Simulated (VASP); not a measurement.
# RbCd2Br4 (Cmmm) in VASP: single point with PBE

Aim: the single point of RbCd2Br4 with PBE.

Program: VASP 6.6.1. These are calculated values, not measurements. Logs are shortened: lines on timing, memory, paths and dates and some standing lists are left out, and cuts for length are marked.

## (1) The cell of the first run

It takes space group Cmmm (No. 65, orthorhombic). Conventional cell: a = 5.884 Å, b = 15.879 Å, c = 5.435 Å, α = 90.00°, β = 90.00°, γ = 90.00°. Within 4.9 Å of Rb (site symmetry mmm) lie 8 Br at 3.59 to 3.63 Å and 8 Cd at 4.82 Å. Cd (site symmetry m2m) has 5 Br at 2.79 to 2.95 Å within 3.7 Å. Within 3.8 Å of Br (site symmetry m2m) lie 3 Cd at 2.87 to 2.95 Å and 2 Rb at 3.63 Å. Within 3.7 Å of Br (site symmetry m2m) lie 2 Cd at 2.79 Å and 2 Rb at 3.59 Å.

The cell was generated, and may not be a known phase.

## (2) Single point, PBE

Input file INCAR:

```
PREC = Accurate
ENCUT = 520
EDIFF = 1E-6
ISMEAR = 0
SIGMA = 0.1
LREAL = F
LASPH = T
NELM = 100
ALGO = Normal
ISIF = 2
LWAVE = F
LCHARG = T
GGA = PE
LELF = T
LVHAR = T
NBANDS = 40
```

Input file KPOINTS:

```
Automatic mesh
0
Gamma
  6 6 6
```

Input file POSCAR:

```
RbCd2Br4
1.0
    2.9417752929     -7.9393426675      0.0000000000
    2.9417752929      7.9393426675      0.0000000000
    0.0000000000      0.0000000000      5.4350906248
Rb Cd Br
1 2 4
Direct
    0.0000000000      0.0000000000      0.0000000000
    0.3316561609      0.6683438391      0.5000000000
    0.6683438391      0.3316561609      0.5000000000
    0.1511234264      0.8488765736      0.5000000000
    0.3704541486      0.6295458514      0.0000000000
    0.8488765736      0.1511234264      0.5000000000
    0.6295458514      0.3704541486      0.0000000000
```

Potentials or basis: VASP PAW PBE potentials, release 64 (Rb_sv, Cd, Br).

Command:

```bash
> cat potpaw_PBE.64/Rb_sv/POTCAR potpaw_PBE.64/Cd/POTCAR potpaw_PBE.64/Br/POTCAR > POTCAR
> mpirun -np 1 vasp_std > vasp.out
```

OUTCAR:

```text
PREC = Accurate
   ENCUT = 520
   EDIFF = 1E-6
   ISMEAR = 0
   LREAL = F
   LASPH = T
   NELM = 100
   ISIF = 2
   GGA = PE

 ion  position               nearest neighbor table
   1  0.000  0.000  0.000-   7 3.59   5 3.59   7 3.59   5 3.59   4 3.63   6 3.63   4 3.63   6 3.63

   2  0.332  0.668  0.500-   5 2.79   5 2.79   4 2.87   6 2.95   6 2.95
   3  0.668  0.332  0.500-   7 2.79   7 2.79   6 2.87   4 2.95   4 2.95
   4  0.151  0.849  0.500-   2 2.87   3 2.95   3 2.95   1 3.63   1 3.63
   5  0.370  0.630  0.000-   2 2.79   2 2.79   1 3.59   1 3.59
   6  0.849  0.151  0.500-   3 2.87   2 2.95   2 2.95   1 3.63   1 3.63
   7  0.630  0.370  0.000-   3 2.79   3 2.79   1 3.59   1 3.59

  LATTYP: Found a base centered orthorhombic cell.
 ALAT       =     5.8835505858
 B/A-ratio  =     2.6988270269
 C/A-ratio  =     0.9237773255

  Lattice vectors:

 A1 = (   2.9417752929,  -7.9393426675,   0.0000000000)
 A2 = (   2.9417752929,   7.9393426675,   0.0000000000)
 A3 = (   0.0000000000,   0.0000000000,   5.4350906248)

Analysis of symmetry for initial positions (statically):
=====================================================================
 Subroutine PRICEL returns:
 Original cell was already a primitive cell.

 Routine SETGRP: Setting up the symmetry group for a
 base centered orthorhombic supercell.

 Subroutine GETGRP returns: Found  8 space group operations
 (whereof  8 operations were pure point group operations)
 out of a pool of  8 trial point group operations.

The static configuration has the point symmetry D_2h.

Analysis of symmetry for dynamics (positions and initial velocities):
=====================================================================
 Subroutine PRICEL returns:
 Original cell was already a primitive cell.

 Routine SETGRP: Setting up the symmetry group for a
 base centered orthorhombic supercell.

 Subroutine GETGRP returns: Found  8 space group operations
 (whereof  8 operations were pure point group operations)
 out of a pool of  8 trial point group operations.

The dynamic configuration has the point symmetry D_2h.

 Subroutine INISYM returns: Found  8 space group operations
 (whereof  8 operations are pure point group operations),
 and found     1 'primitive' translations

----------------------------------------------------------------------------------------

                                     Primitive cell

  volume of cell :     253.8814

  direct lattice vectors                    reciprocal lattice vectors
     2.941775293 -7.939342668  0.000000000     0.169965395 -0.062977506  0.000000000
     2.941775293  7.939342668  0.000000000     0.169965395  0.062977506  0.000000000
     0.000000000  0.000000000  5.435090625     0.000000000  0.000000000  0.183989572

  length of vectors
     8.466829623  8.466829623  5.435090625     0.181257832  0.181257832  0.183989572

  position of ions in fractional coordinates (direct lattice)
     0.000000000  0.000000000  0.000000000
     0.331656161  0.668343839  0.500000000
     0.668343839  0.331656161  0.500000000
     0.151123426  0.848876574  0.500000000
     0.370454149  0.629545851  0.000000000
     0.848876574  0.151123426  0.500000000
     0.629545851  0.370454149  0.000000000

  ion indices of the primitive-cell ions
   primitive index   ion index
                 1           1
                 2           2
                 3           3
                 4           4
                 5           5
                 6           6
                 7           7

----------------------------------------------------------------------------------------

 KPOINTS: Automatic mesh

Automatic generation of k-mesh.
 Grid dimensions read from file:
 generate k-points for:    6    6    6

 Generating k-lattice:

  Cartesian coordinates                     Fractional coordinates (reciprocal lattice)
     0.028327566 -0.010496251  0.000000000     0.166666667 -0.000000000  0.000000000
     0.028327566  0.010496251  0.000000000    -0.000000000  0.166666667  0.000000000
     0.000000000  0.000000000  0.030664929     0.000000000  0.000000000  0.166666667

  Length of vectors
     0.030209639  0.030209639  0.030664929

  Shift w.r.t. Gamma in fractional coordinates (k-lattice)
     0.000000000  0.000000000  0.000000000

 Subroutine IBZKPT returns following result:
 ===========================================

 Found     52 irreducible k-points:

 Following reciprocal coordinates:
            Coordinates               Weight
  0.000000  0.000000  0.000000      1.000000
  0.166667  0.000000  0.000000      4.000000
  0.333333  0.000000  0.000000      4.000000
  0.500000  0.000000  0.000000      2.000000
  0.166667  0.166667  0.000000      2.000000
  0.333333  0.166667  0.000000      4.000000
[... 16 lines left out ...]
  0.333333  0.333333  0.166667      4.000000
  0.500000  0.333333  0.166667      8.000000
 [... further k-points ...]
   k-points           NKPTS =     52   k-points in BZ     NKDIM =     52   number of bands    NBANDS=     40
   number of dos      NEDOS =    301   number of ions     NIONS =      7
   total plane-waves  NPLWV = 163840
   dimension x,y,z NGX =    64 NGY =   64 NGZ =   40
   dimension x,y,z NGXF=   128 NGYF=  128 NGZF=   80
   ions per type =               1   2   4
   NGX,Y,Z   is equivalent  to a cutoff of  12.57, 12.57, 12.24 a.u.
   NGXF,Y,Z  is equivalent  to a cutoff of  25.13, 25.13, 24.47 a.u.
 SYSTEM =  unknown system
   PREC   = accura    normal or accurate (medium, high low for compatibility)
   ISTART =      0    job   : 0-new  1-cont  2-samecut
   ICHARG =      2    charge: 1-file 2-atom 10-const
   ISPIN  =      1    spin polarized calculation?
   LNONCOLLINEAR =      F non collinear calculations
   LSORBIT =      F    spin-orbit coupling
   LASPH  =      T    aspherical Exc in radial PAW
   ENCUT  =  520.0 eV  38.22 Ry    6.18 a.u.  15.74 15.74 10.11*2*pi/ulx,y,z
   NELM   =    100;   NELMIN=  2; NELMDL= -5     # of ELM steps
   EDIFF  = 0.1E-05   stopping-criterion for ELM
   LREAL  =      F    real-space projection
   EDIFFG = 0.1E-04   stopping-criterion for IOM
   NSW    =      0    number of steps for IOM
   IBRION =     -1    ionic relax: 0-MD 1-quasi-New 2-CG
   NFREE  =      0    steps in history (QN), initial steepest desc. (CG)
   ISIF   =      2    stress and relaxation
   ISYM   =      2    0-nonsym 1-usesym 2-fastsym
   POTIM  = 0.5000    time-step for ionic-motion
   TEBEG  =    0.0;   TEEND  =   0.0 temperature during run
   PSTRESS=    0.0 pullay stress
   NELECT =      61.0000    total number of electrons
   NUPDOWN=      -1.0000    fix difference up-down
   EMIN   =  10.00;   EMAX   =-10.00  energy-range for DOS
   EFERMI =   0.00;   METHOD = LEGACY
   ISMEAR =     0;   SIGMA  =   0.10  broadening in eV -4-tet -1-fermi 0-gaus
   EFERMI_NEDOS =   21; number of points for ismear=-14 and -15
   IALGO  =     38    algorithm
   IMIX   =      4    mixing-type and parameters
     AMIX     =   0.40;   BMIX     =  1.00
     AMIX_MAG =   1.60;   BMIX_MAG =  1.00
  volume/ion in A,a.u.               =      36.27       244.75
  Fermi-wavevector in a.u.,A,eV,Ry     =   1.017750  1.923269 14.093123  1.035815
  Thomas-Fermi vector in A             =   2.151169
   LORBIT       =      0    0 simple, 1 ext, 2 COOP (PROOUT), +10 PAW based schemes
   GGA     = PE    functional components
   LHFCALC =     F    Hartree Fock is set to
   AEXX    =    0.0000 exact exchange contribution
   IVDW    =     0    specifies the selected vdW correction
   LEPSILON=     F    determine dielectric tensor
   LRPA    =     F    only Hartree local field effects (RPA)
 non-spin polarized calculation
 Gauss-broadening in eV      SIGMA  =   0.10
  energy-cutoff  :      520.00
  volume of cell :      253.88
 maximum number of plane-waves:      6868
   NGX = 31   NGY = 31   NGZ = 21

 number of electron      60.9999997 magnetization

 Free energy of the ion-electron system (eV)
  ---------------------------------------------------
  ext. energy  EPLUGINS =         0.00000000
  ---------------------------------------------------
  free energy    TOTEN  =       -15.79045103 eV

  energy without entropy =      -15.78549274  energy(sigma->0) =      -15.78797189

 E-fermi :   1.0607     XC(G=0):  -7.6757

 val. band max:        1.0388107745   @ k =   0.1667   0.1667   0.0000
 cond. band min:       1.0925590195   @ k =   0.3333   0.0000   0.0000
 fundamental gap:      0.0537482450
 Fermi energy:         1.0607353470

 k-point     1 :       0.0000    0.0000    0.0000
  band No.  band energies     occupation
      1     -26.1581      2.00000
      2     -14.6480      2.00000
      3     -14.5330      2.00000
      4     -14.2011      2.00000
      5     -14.1753      2.00000
      6     -10.3079      2.00000
[... 32 lines left out ...]
     39       6.3968      0.00000
     40       6.6738      0.00000

 k-point     2 :       0.1667    0.0000    0.0000
  band No.  band energies     occupation
      1     -26.1580      2.00000
      2     -14.6250      2.00000
      3     -14.5208      2.00000
      4     -14.2146      2.00000
      5     -14.1839      2.00000
      6     -10.3075      2.00000
[... 32 lines left out ...]
     39       6.5013      0.00000
     40       6.8919      0.00000

 k-point     3 :       0.3333    0.0000    0.0000
  band No.  band energies     occupation
      1     -26.1578      2.00000
      2     -14.5676      2.00000
      3     -14.5004      2.00000
      4     -14.2479      2.00000
      5     -14.2019      2.00000
      6     -10.3067      2.00000
[... 853 lines left out ...]
  band No.  band energies     occupation
      1     -26.1577      2.00000
      2     -14.5558      2.00000
      3     -14.5015      2.00000
      4     -14.2428      2.00000
      5     -14.1822      2.00000
      6     -10.3073      2.00000
[... 32 lines left out ...]
     39       6.4025      0.00000
     40       6.6977      0.00000

 k-point    24 :       0.5000    0.3333    0.1667
  band No.  band energies     occupation
      1     -26.1578      2.00000
      2     -14.6084      2.00000
      3     -14.5170      2.00000
      4     -14.2168      2.00000
      5     -14.1686      2.00000
      6     -10.3082      2.00000
[... 32 lines left out ...]
     39       6.7624      0.00000
     40       6.9101      0.00000

 [... further k-points ...]

------------------------ aborting loop because EDIFF is reached ----------------------------------------

  FORCE on cell =-STRESS in cart. coord.  units (eV):
  Direction    XX          YY          ZZ          XY          YZ          ZX
  --------------------------------------------------------------------------------------
  -------------------------------------------------------------------------------------
  Total        0.1365795      0.1182348      0.1801406      0.0000000      0.0000000      0.0000000
  in kB        0.8619168      0.7461480      1.1368192      0.0000000      0.0000000      0.0000000
  external PRESSURE =       0.9149613 kB  Pullay stress =       0.0000000 kB

 VOLUME and BASIS-vectors are now :
 -----------------------------------------------------------------------------
  energy-cutoff  :      520.00
  volume of cell :      253.88
      direct lattice vectors                 reciprocal lattice vectors
     2.941775293 -7.939342668  0.000000000     0.169965395 -0.062977506  0.000000000
     2.941775293  7.939342668  0.000000000     0.169965395  0.062977506  0.000000000
     0.000000000  0.000000000  5.435090625     0.000000000  0.000000000  0.183989572

 POSITION                                       TOTAL-FORCE (eV/Angst)
 -----------------------------------------------------------------------------------
      0.00000      0.00000      0.00000         0.000000     -0.000000      0.000000
      2.94178      2.67308      2.71755         0.000000     -0.002621      0.000000
      2.94178     -2.67308      2.71755         0.000000      0.002621      0.000000
      2.94178      5.53970      2.71755         0.000000      0.015973      0.000000
      2.94178      2.05702      0.00000         0.000000     -0.007494      0.000000
      2.94178     -5.53970      2.71755         0.000000     -0.015973     -0.000000
      2.94178     -2.05702      0.00000         0.000000      0.007494      0.000000
 -----------------------------------------------------------------------------------
    total drift:                               -0.000000     -0.000000      0.000000

  FREE ENERGIE OF THE ION-ELECTRON SYSTEM (eV)
  ---------------------------------------------------
  free  energy   TOTEN  =       -15.7904510300 eV

  energy  without entropy=      -15.7854927410  energy(sigma->0) =      -15.78797189
```

It took 21 min on 1 thread of Intel Xeon 8259CL, shared host; peak memory 0.73 GiB.

Results:

```yaml
Free_energy: -15.7905 eV
Pressure: 0.1 GPa
Largest_force: 0.016 eV/Å
Band_gap_on_the_k_mesh: zero (an odd number of electrons rules out a gap without spin polarisation)
```

Forces in eV/Å, atoms in the order of the input:
```
Rb   0.000  0.000  0.000
Cd   0.000 -0.003  0.000
Cd   0.000  0.003  0.000
Br   0.000  0.016  0.000
Br   0.000 -0.007  0.000
Br   0.000 -0.016  0.000
Br   0.000  0.007  0.000
```

Levels at points of the mesh, in eV from the Fermi level:
| k point | band 26 | band 27 | band 28 | band 29 | band 30 | band 31 | band 32 | band 33 | band 34 | band 35 |
| --- | --- | --- | --- | --- | --- | --- | --- | --- | --- | --- |
| (0.00, 0.00, 0.00) | -3.10 | -2.87 | -2.82 | -2.67 | -2.66 | -1.47 | -0.75 | 3.24 | 4.26 | 4.51 |
| (0.50, 0.00, 0.00) | -3.25 | -3.20 | -3.17 | -3.00 | -2.70 | 0.67 | 0.85 | 3.03 | 3.09 | 4.47 |
| (0.50, 0.50, 0.00) | -3.04 | -2.90 | -2.78 | -2.71 | -2.70 | -1.00 | -0.99 | 2.82 | 4.14 | 4.28 |
| (0.00, 0.00, 0.50) | -3.27 | -3.19 | -3.12 | -2.94 | -2.69 | 1.15 | 1.54 | 3.47 | 3.83 | 4.59 |
| (0.50, 0.00, 0.50) | -2.83 | -2.62 | -2.59 | -2.50 | -2.43 | 2.06 | 2.09 | 2.71 | 3.18 | 3.56 |
| (0.50, 0.50, 0.50) | -3.30 | -3.27 | -3.05 | -3.02 | -2.74 | 1.36 | 1.48 | 2.71 | 4.06 | 4.44 |

Caveat: an odd number of electrons without spin polarisation forces a metal; a magnetic or distorted state may lie lower.

The gap in the log of VASP goes by the Fermi energy; the results here count the filled bands.